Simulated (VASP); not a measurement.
# InGa2N3: relaxation of cell and atoms with PBE

The system is InGa2N3.

```
CELL_PARAMETERS angstrom
-3.27283 3.29441 -0.00659
3.26128 3.28286 0.05130
1.57436 -1.69514 -6.90279
ATOMIC_POSITIONS crystal
In 0.00269 0.00337 0.01300
In 0.53468 0.49054 0.02061
Ga 0.33777 0.02120 0.64480
Ga 0.82234 0.49028 0.64320
Ga 0.67644 0.98320 0.35413
Ga 0.21258 0.48863 0.33463
N 0.51131 0.26515 0.49066
N 0.98691 0.74309 0.48394
N 0.82041 0.27698 0.17480
N 0.33270 0.75431 0.18924
N 0.13009 0.25286 0.82273
N 0.63206 0.73039 0.82827
```

```json
{
  "Program": "VASP 6.6.1",
  "Task": "relaxation of cell and atoms",
  "Functional": "PBE",
  "Potentials or basis": "VASP PAW PBE potentials, release 64 (In_d, Ga_d, N)",
  "Cutoff": "600 eV",
  "k mesh": "4 × 4 × 4",
  "Occupations": "gaussian, width 0.1 eV",
  "Spin": "no spin polarisation",
  "Dipole correction": "no",
  "Further INCAR settings": "ALGO = Normal; EDIFF = 1e-06; IBRION = 2; EDIFFG = -0.025; NSW = 80; ISIF = 3"
}
```

The relaxed volume is 13.09 Å³/atom, the relaxed cell is a = 4.697 Å, b = 4.697 Å, c = 7.497 Å, α = 89.99°, β = 108.23°, γ = 90.00° and the space group after relaxing (to 0.1 Å) is I-4m2 (No. 119). The energy gained by relaxing is 303.5 meV/atom. The ionic steps are 22, the pressure after relaxing is 0.1 GPa and the largest force after relaxing is 0.011 eV/Å. The band gap on the k mesh is 0.54 eV.

Forces in eV/Å, atoms in the order of the input:
```
In   0.007  0.004  0.007
In   0.002  0.002  0.007
Ga   0.003  0.000 -0.002
Ga  -0.004  0.003 -0.003
Ga  -0.004 -0.006 -0.003
Ga  -0.002 -0.008  0.001
N   -0.002 -0.001 -0.004
N   -0.003 -0.001 -0.003
N    0.001 -0.008 -0.001
N    0.001 -0.004  0.000
N    0.001  0.010 -0.001
N    0.000  0.010  0.003
```

The path:
```csv
step,energy change (eV),largest force (eV/Å),pressure (GPa),volume (Å³)
1,0.0000,10.8191,17.10,148.38
2,-1.0440,2.3812,-9.81,178.25
3,-2.8678,2.1397,-2.20,161.03
4,-2.8764,2.2182,-1.81,160.55
5,-2.8813,2.3537,-1.10,159.73
6,-3.4593,0.8507,-2.09,159.57
7,-3.4706,0.9175,-2.06,159.53
8,-3.5936,0.3822,1.18,155.95
9,-3.5936,0.3805,1.26,155.92
10,-3.6232,0.2128,-0.19,157.35
11,-3.6240,0.2287,-0.46,157.66
12,-3.6345,0.1199,-0.13,157.27
13,-3.6358,0.1328,0.03,157.10
14,-3.6401,0.0566,0.18,157.03
15,-3.6406,0.0717,0.17,157.00
16,-3.6413,0.0342,-0.17,157.34
17,-3.6413,0.0338,-0.08,157.29
18,-3.6413,0.0316,-0.18,157.31
19,-3.6413,0.0343,-0.15,157.30
20,-3.6415,0.0321,-0.02,157.14
21,-3.6415,0.0324,0.01,157.14
22,-3.6417,0.0106,0.06,157.11
```

Final structure:
```
In Ga N
1.0
    -3.32157    3.32148   -0.00099
     3.32127    3.32163   -0.00052
     1.66027   -1.65914   -7.12020
In Ga N
2 4 6
Cartesian
  -0.0017 6.6406 -0.0019
  -0.0012 3.3189 -0.0011
  3.3210 3.3225 -4.6596
  0.0002 3.3222 -4.6598
  -1.6604 1.6636 -2.4615
  1.6610 1.6635 -2.4620
  0.0002 1.6620 -3.5603
  0.0002 4.9836 -3.5612
  -1.6616 3.3244 -1.3761
  1.6597 3.3240 -1.3761
  1.6606 -0.0009 -5.7452
  1.6606 3.3207 -5.7465
```

Levels at points of the mesh, in eV from the valence-band top:
| k point | band 50 | band 51 | band 52 | band 53 | band 54 | band 55 | band 56 | band 57 | band 58 | band 59 |
| --- | --- | --- | --- | --- | --- | --- | --- | --- | --- | --- |
| (0.00, 0.00, 0.00) | -1.73 | -1.73 | -0.24 | 0.00 | 0.00 | 0.54 | 3.08 | 3.78 | 3.93 | 4.59 |
| (0.50, 0.00, 0.00) | -1.62 | -1.26 | -1.26 | -0.83 | -0.83 | 3.62 | 3.62 | 5.53 | 5.53 | 5.73 |
| (0.00, 0.50, 0.00) | -1.44 | -1.40 | -1.40 | -1.15 | -1.15 | 3.41 | 3.41 | 5.90 | 5.90 | 5.99 |
| (0.50, 0.50, 0.00) | -1.27 | -0.95 | -0.95 | -0.45 | -0.45 | 3.54 | 3.54 | 4.47 | 4.47 | 5.13 |
| (0.00, 0.00, 0.50) | -2.24 | -1.00 | -1.00 | -0.47 | -0.47 | 2.58 | 2.78 | 3.08 | 3.55 | 4.59 |
| (0.50, 0.00, 0.50) | -1.62 | -1.26 | -1.26 | -0.83 | -0.83 | 3.62 | 3.62 | 5.53 | 5.53 | 5.72 |
| (0.00, 0.50, 0.50) | -2.13 | -1.09 | -1.08 | -0.68 | -0.68 | 3.88 | 3.89 | 5.18 | 5.18 | 5.61 |
| (0.50, 0.50, 0.50) | -1.27 | -0.95 | -0.95 | -0.45 | -0.45 | 3.54 | 3.55 | 4.46 | 4.46 | 5.13 |

Wall time 3.3 h on 1 thread of Oxide Virtual Turin-like Processor, on a shared host, peak memory 0.51 GiB.

Caveat: semilocal functionals underestimate gaps, and a narrow one can read as zero; spin-orbit coupling is left out, which moves the levels of the heavy elements.
